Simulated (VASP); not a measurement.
Here is a VASP 6.6.1 calculation.

File INCAR:

```
SYSTEM = AgO2
ALGO = Normal
EDIFF = 1E-7
ENCUT = 520
GGA = PE
ISIF = 2
ISMEAR = 0
LASPH = .TRUE.
LCHARG = .TRUE.
LELF = .TRUE.
LREAL = .FALSE.
LVHAR = .TRUE.
LWAVE = .FALSE.
NBANDS = 32
NELM = 80
PREC = Accurate
SIGMA = 0.1
```

File KPOINTS:

```
k-points
0
G
  8 6 10
  0 0 0
```

File POSCAR:

```
AgO2
1.0
    4.3151152383      0.0000000000      0.0000000000
    0.0000000000      5.2962280041      0.0000000000
    0.0000000000      0.0000000000      3.6674057493
Ag O
2 4
Direct
    0.0000000000      0.0000000000      0.0000000000
    0.5000000000      0.5000000000      0.5000000000
    0.8709800116      0.5783597917      0.0000000000
    0.1290199884      0.4216402083      0.0000000000
    0.3709800116      0.9216402083      0.5000000000
    0.6290199884      0.0783597917      0.5000000000
```

Potentials or basis: VASP PAW PBE potentials, release 64 (Ag, O).

Launch:

```console
$ cat potpaw_PBE.64/Ag/POTCAR potpaw_PBE.64/O/POTCAR > POTCAR
$ mpirun -np 1 vasp_std > vasp.out
```

Question: Predict the band gap on the k mesh.

Answer: Zero (bands 23 and 24 overlap by 1.97 eV).

Question: Predict the largest force.

Answer: 0.302 eV/Å.

Stress tensor (GPa, compression positive):
```
-2.78  0.00  0.00
 0.00 -3.21  0.00
 0.00  0.00 -3.77
```

Caveat: the cell stands under tension.
